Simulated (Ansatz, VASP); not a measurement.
**One calculation of Ga2GeTeSe, two programs**

```xyz
5
Lattice="5.0944 0.0000 0.0000 0.0000 5.0944 0.0000 0.0000 0.0000 5.3991" Properties=species:S:1:pos:R:3 pbc="T T T"
Ga    0.0000    2.5472    2.6995
Ga    2.5472    0.0000    2.6995
Ge    2.5472    2.5472    0.0000
Te    0.0000    0.0000    0.0000
Se    2.5472    2.5472    2.6995
```

Change from the starting cell: species swapped into the CsHgBr2Cl type (P4/mmm, No. 123).

Alike in both runs: task relaxation of cell and atoms; functional PBE; k mesh 8 × 8 × 8; occupations gaussian, width 0.1 eV; no spin polarisation.

|  | VASP | Ansatz |
| --- | --- | --- |
| version | VASP 6.6.1 | Ansatz 0.2.0 |
| potentials or method | VASP PAW PBE potentials, release 64 (Ga_d, Ge_d, Te, Se), cutoff 600 eV | scalar-relativistic, plane waves, PAW |
| valence electrons in the cell | 52 | 72 |

|  | VASP | Ansatz | Ansatz less VASP |
| --- | --- | --- | --- |
| gap on the k mesh at the Fermi level, each at its own relaxed structure (eV) | none | none | - |
| relaxed volume (Å³/atom) | 29.28 | 29.24 | -0.039 |
| relaxed cell length with the largest relative difference (Å) | 5.267 | 5.263 | -0.0037 |

A gap of «none» marks a metal or a gap that the smearing closes. VASP's potentials hold 52 valence electrons a cell and Ansatz's 72, so a difference there can come from the potentials and not from the codes.

Neither program's run includes spin-orbit coupling.
